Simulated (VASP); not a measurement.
# Si2Bi2Te (I4/mmm) in VASP: relaxation of cell and atoms with PBE

Aim: the relaxation of cell and atoms of Si2Bi2Te with PBE.

Program: VASP 6.6.1. These are calculated values, not measurements. Logs are shortened: lines on timing, memory, paths and dates and some standing lists are left out, and cuts for length are marked.

## Step 1: The cell of the first run

The structure is tetragonal, space group I4/mmm (No. 139). The conventional cell has a = 6.203 Å, b = 6.203 Å, c = 7.828 Å, α = 90.00°, β = 90.00°, γ = 90.00°. Si (site symmetry 4mm) has 1 Si at 2.25 Å and 1 Te at 2.79 Å within 3.0 Å. Within 4.2 Å of Bi (site symmetry mmm) lie 2 Te at 3.10 Å and 8 Si at 3.30 to 4.17 Å and 2 Bi at 3.91 Å. Within 3.7 Å of Te (site symmetry 4/mmm) lie 2 Si at 2.79 Å and 4 Bi at 3.10 Å.

The cell was built from a structure type or drawn by symmetry, and may not be a known phase.

## Step 2: Relaxation of cell and atoms, PBE

The input, INCAR:

```
SYSTEM = Si2Bi2Te
PREC     = Accurate       ! precision mode
ENCUT    = 600            ! plane-wave cutoff, eV
EDIFF    = 1E-6           ! SCF threshold, eV
ISMEAR   = 0              ! smearing method
SIGMA    = 0.1            ! smearing width, eV
LREAL    = .FALSE.        ! projectors in reciprocal space
LASPH    = .TRUE.         ! aspherical terms in the spheres
NELM     = 80             ! most SCF steps
ALGO     = Normal         ! electronic algorithm
ISIF     = 3              ! what is computed and relaxed
LWAVE    = .FALSE.        ! write WAVECAR
LCHARG   = .FALSE.        ! write CHGCAR
GGA      = PE             ! functional
IBRION   = 2              ! ionic algorithm
NSW      = 100            ! ionic steps
EDIFFG   = -0.01          ! ionic threshold
```

The input, KPOINTS:

```
Automatic mesh
0
G
  8 8 8
  0 0 0
```

The input, POSCAR:

```
Si2Bi2Te
1.0
   -3.1013570903      3.1013570903      3.9137775726
    3.1013570903     -3.1013570903      3.9137775726
    3.1013570903      3.1013570903     -3.9137775726
Si Bi Te
2 2 1
Direct
    0.8562761950      0.8562761950      0.0000000000
    0.1437238050      0.1437238050      0.0000000000
    0.5000000000      0.0000000000      0.5000000000
    0.0000000000      0.5000000000      0.5000000000
    0.5000000000      0.5000000000      0.0000000000
```

Potentials or basis: VASP PAW PBE potentials, release 64 (Si, Bi_d, Te).

Started as:

```console
$ cat potpaw_PBE.64/Si/POTCAR potpaw_PBE.64/Bi_d/POTCAR potpaw_PBE.64/Te/POTCAR > POTCAR
$ mpirun -np 1 vasp_std > vasp.out
```

OUTCAR:

```text
SYSTEM = Si2Bi2Te
   PREC = Accurate
   ENCUT = 600
   EDIFF = 1E-6
   ISMEAR = 0
   LREAL = .FALSE.
   LASPH = .TRUE.
   NELM = 80
   ISIF = 3
   GGA = PE
   IBRION = 2
   NSW = 100
   EDIFFG = -0.01

 ion  position               nearest neighbor table
   1  0.856  0.856  0.000-   2 2.25   5 2.79   3 3.30   4 3.30   3 3.30   4 3.30
   2  0.144  0.144  0.000-   1 2.25   5 2.79   4 3.30   3 3.30   4 3.30   3 3.30
   3  0.500  0.000  0.500-   5 3.10   5 3.10   2 3.30   2 3.30   1 3.30   1 3.30   4 3.91   4 3.91

   4  0.000  0.500  0.500-   5 3.10   5 3.10   2 3.30   2 3.30   1 3.30   1 3.30   3 3.91   3 3.91

   5  0.500  0.500  0.000-   1 2.79   2 2.79   3 3.10   4 3.10   3 3.10   4 3.10

  LATTYP: Found a body centered tetragonal cell.
 ALAT       =     6.2027141806
 C/A-ratio  =     1.2619564464

  Lattice vectors:

 A1 = (  -3.1013570903,   3.1013570903,   3.9137775726)
 A2 = (   3.1013570903,  -3.1013570903,   3.9137775726)
 A3 = (   3.1013570903,   3.1013570903,  -3.9137775726)

Analysis of symmetry for initial positions (statically):
=====================================================================
 Subroutine PRICEL returns:
 Original cell was already a primitive cell.

 Routine SETGRP: Setting up the symmetry group for a
 body centered tetragonal supercell.

 Subroutine GETGRP returns: Found 16 space group operations
 (whereof 16 operations were pure point group operations)
 out of a pool of 16 trial point group operations.

The static configuration has the point symmetry D_4h.

Analysis of symmetry for dynamics (positions and initial velocities):
=====================================================================
 Subroutine PRICEL returns:
 Original cell was already a primitive cell.

 Routine SETGRP: Setting up the symmetry group for a
 body centered tetragonal supercell.

 Subroutine GETGRP returns: Found 16 space group operations
 (whereof 16 operations were pure point group operations)
 out of a pool of 16 trial point group operations.

The dynamic configuration has the point symmetry D_4h.

 Subroutine INISYM returns: Found 16 space group operations
 (whereof 16 operations are pure point group operations),
 and found     1 'primitive' translations

[... 106 lines left out ...]
   ISIF   =      3    stress and relaxation
   ISYM   =      2    0-nonsym 1-usesym 2-fastsym
   POTIM  = 0.5000    time-step for ionic-motion
   TEBEG  =    0.0;   TEEND  =   0.0 temperature during run
   PSTRESS=    0.0 pullay stress
   NELECT =      44.0000    total number of electrons
   NUPDOWN=      -1.0000    fix difference up-down
   EMIN   =  10.00;   EMAX   =-10.00  energy-range for DOS
   EFERMI =   0.00;   METHOD = LEGACY
   ISMEAR =     0;   SIGMA  =   0.10  broadening in eV -4-tet -1-fermi 0-gaus
   EFERMI_NEDOS =   21; number of points for ismear=-14 and -15
   IALGO  =     38    algorithm
   IMIX   =      4    mixing-type and parameters
     AMIX     =   0.40;   BMIX     =  1.00
     AMIX_MAG =   1.60;   BMIX_MAG =  1.00
  volume/ion in A,a.u.               =      30.12       203.23
  Fermi-wavevector in a.u.,A,eV,Ry     =   1.086357  2.052917 16.057203  1.180171
  Thomas-Fermi vector in A             =   2.222492
   LORBIT       =      0    0 simple, 1 ext, 2 COOP (PROOUT), +10 PAW based schemes
   GGA     = PE    functional components
   LHFCALC =     F    Hartree Fock is set to
   AEXX    =    0.0000 exact exchange contribution
   IVDW    =     0    specifies the selected vdW correction
   LEPSILON=     F    determine dielectric tensor
   LRPA    =     F    only Hartree local field effects (RPA)
 conjugate gradient relaxation of ions
 non-spin polarized calculation
 Gauss-broadening in eV      SIGMA  =   0.10
  energy-cutoff  :      600.00
  volume of cell :      150.58
 maximum number of plane-waves:      5062
   NGX = 23   NGY = 23   NGZ = 23

--------------------------------------- Ionic step        1  -------------------------------------------

 number of electron      44.0000000 magnetization

 Free energy of the ion-electron system (eV)
  ---------------------------------------------------
  ext. energy  EPLUGINS =         0.00000000
  ---------------------------------------------------
  free energy    TOTEN  =       -18.99379182 eV

  energy without entropy =      -18.97532626  energy(sigma->0) =      -18.98455904

------------------------ aborting loop because EDIFF is reached ----------------------------------------

  FORCE on cell =-STRESS in cart. coord.  units (eV):
  Direction    XX          YY          ZZ          XY          YZ          ZX
  --------------------------------------------------------------------------------------
  -------------------------------------------------------------------------------------
  Total       -0.7007434     -0.7007434      0.9371262      0.0000000     -0.0000000     -0.0000000
  in kB       -7.4560687     -7.4560687      9.9712357      0.0000000     -0.0000000     -0.0000000
  external PRESSURE =      -1.6469672 kB  Pullay stress =       0.0000000 kB
[... 221 lines left out ...]
--------------------------------------- Ionic step        7  -------------------------------------------

 number of electron      44.0000005 magnetization

 Free energy of the ion-electron system (eV)
  ---------------------------------------------------
  ext. energy  EPLUGINS =         0.00000000
  ---------------------------------------------------
  free energy    TOTEN  =       -19.00996317 eV

  energy without entropy =      -18.99129713  energy(sigma->0) =      -19.00063015

 E-fermi :   6.0857     XC(G=0):  -9.3538

 val. band max:        6.0842845362   @ k =   0.3750   0.3750   0.1250
 cond. band min:       6.1055172731   @ k =   0.1250   0.0000   0.0000
 fundamental gap:      0.0212327369
 Fermi energy:         6.0857491654

 k-point     1 :       0.0000    0.0000    0.0000
  band No.  band energies     occupation
      1     -17.0654      2.00000
      2     -17.0397      2.00000
      3     -17.0308      2.00000
      4     -17.0061      2.00000
      5     -16.9784      2.00000
      6     -16.9784      2.00000
[... 685 lines left out ...]
     25       8.1291      0.00000
     26       8.3137      0.00000

 [... further k-points ...]

------------------------ aborting loop because EDIFF is reached ----------------------------------------

  FORCE on cell =-STRESS in cart. coord.  units (eV):
  Direction    XX          YY          ZZ          XY          YZ          ZX
  --------------------------------------------------------------------------------------
  -------------------------------------------------------------------------------------
  Total       -0.0151652     -0.0151652      0.0014097      0.0000000     -0.0000000      0.0000000
  in kB       -0.1621420     -0.1621420      0.0150718      0.0000000     -0.0000000      0.0000000
  external PRESSURE =      -0.1030707 kB  Pullay stress =       0.0000000 kB
[... 20 lines left out ...]
  FREE ENERGIE OF THE ION-ELECTRON SYSTEM (eV)
  ---------------------------------------------------
  free  energy   TOTEN  =       -19.0099631666 eV

  energy  without entropy=      -18.9912971307  energy(sigma->0) =      -19.00063015

 reached required accuracy - stopping structural energy minimisation
```

CONTCAR:

```text
Si2Bi2Te
   1.00000000000000
    -3.0640207462852804    3.0640207462852804    3.9904185046257403
     3.0640207462852804   -3.0640207462852804    3.9904185046257403
     3.0640207462852804    3.0640207462852804   -3.9904185046257403
  Si              Bi              Te
     2     2     1
Direct
     0.8568435394818078    0.8568435394818078    1.0000000000000000
     0.1431564605181920    0.1431564605181920    0.0000000000000000
     0.5000000000000000    0.0000000000000000    0.5000000000000000
     0.0000000000000000    0.5000000000000000    0.5000000000000000
     0.5000000000000000    0.5000000000000000    0.0000000000000000

  0.00000000E+00  0.00000000E+00  0.00000000E+00
  0.00000000E+00  0.00000000E+00  0.00000000E+00
  0.00000000E+00  0.00000000E+00  0.00000000E+00
  0.00000000E+00  0.00000000E+00  0.00000000E+00
  0.00000000E+00  0.00000000E+00  0.00000000E+00
```

Run time: 17 min. Hardware: 1 thread of Intel Xeon Platinum 8488C (Sapphire Rapids), shared host; peak memory 0.51 GiB.

What came out:

| Item | Value |
| --- | --- |
| Free energy | -19.0100 eV |
| Relaxed volume | 29.97 Å³/atom |
| Relaxed cell | a = 5.891 Å, b = 5.891 Å, c = 5.891 Å, α = 117.32°, β = 117.32°, γ = 94.72° |
| Space group after relaxing (to 0.1 Å) | I4/mmm (No. 139) |
| Energy gained by relaxing | 3.2 meV/atom |
| Ionic steps | 7 |
| Pressure after relaxing | 0.0 GPa |
| Largest force after relaxing | 0.008 eV/Å |

Forces in eV/Å, atoms in the order of the input:
```
Si   0.000  0.000 -0.008
Si   0.000  0.000  0.008
Bi   0.000  0.000  0.000
Bi   0.000  0.000  0.000
Te   0.000  0.000  0.000
```

Step by step:
```csv
step,energy change (eV),largest force (eV/Å),pressure (GPa),volume (Å³)
1,0.0000,0.0592,-0.16,150.58
2,-0.0125,0.0558,-0.10,149.89
3,-0.0149,0.1088,-0.02,149.45
4,-0.0150,0.1174,-0.01,149.36
5,-0.0159,0.0163,0.10,149.28
6,-0.0159,0.0035,0.13,149.26
7,-0.0162,0.0079,-0.01,149.85
```

Final structure:
```yaml
crystal:
  lattice:
    - [-3.06402, 3.06402, 3.99042]
    - [3.06402, -3.06402, 3.99042]
    - [3.06402, 3.06402, -3.99042]
  atoms:
    - { symbol: Si, position: [0.85684, 0.85684, 0.00000] }
    - { symbol: Si, position: [0.14316, 0.14316, 0.00000] }
    - { symbol: Bi, position: [0.50000, 0.00000, 0.50000] }
    - { symbol: Bi, position: [0.00000, 0.50000, 0.50000] }
    - { symbol: Te, position: [0.50000, 0.50000, 0.00000] }
```

Caveat: the highest band is partly filled, so the run has too few bands; spin-orbit coupling is left out, which moves the levels of the heavy elements.
